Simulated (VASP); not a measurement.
A run of VASP 6.6.1 is set up as follows.

The input INCAR:

```
PREC = Accurate
ENCUT = 600
EDIFF = 1E-6
ISMEAR = 0
SIGMA = 0.1
LREAL = F
LASPH = T
NELM = 60
ALGO = Normal
ISIF = 3
LWAVE = F
LCHARG = F
GGA = PE
IBRION = 2
NSW = 90
EDIFFG = -0.04
```

Contents of KPOINTS:

```
Automatic mesh
0
Gamma
  4 4 4
```

POSCAR

```
SnC2
1.0
    4.5194405383      0.0000000000      0.0000000000
    0.0000000000      4.5194405383      0.0000000000
    0.0000000000      0.0000000000      4.5194405383
Sn C
2 4
Direct
    0.0000000000      0.0000000000      0.0000000000
    0.5000000000      0.5000000000      0.5000000000
    0.2500000000      0.2500000000      0.2500000000
    0.2500000000      0.7500000000      0.7500000000
    0.7500000000      0.7500000000      0.2500000000
    0.7500000000      0.2500000000      0.7500000000
```

Potentials or basis: VASP PAW PBE potentials, release 64 (Sn_d, C).

Run with:

```console
$ cat potpaw_PBE.64/Sn_d/POTCAR potpaw_PBE.64/C/POTCAR > POTCAR
$ mpirun -np 1 vasp_std > vasp.out
```

(1) What does it give for the relaxed cell?

(2) Predict the space group after relaxing (to 0.05 Å).

Results:

(1) a = 4.819 Å, b = 4.819 Å, c = 4.819 Å, α = 90.00°, β = 90.00°, γ = 90.00°.

(2) Pn-3m (No. 224).
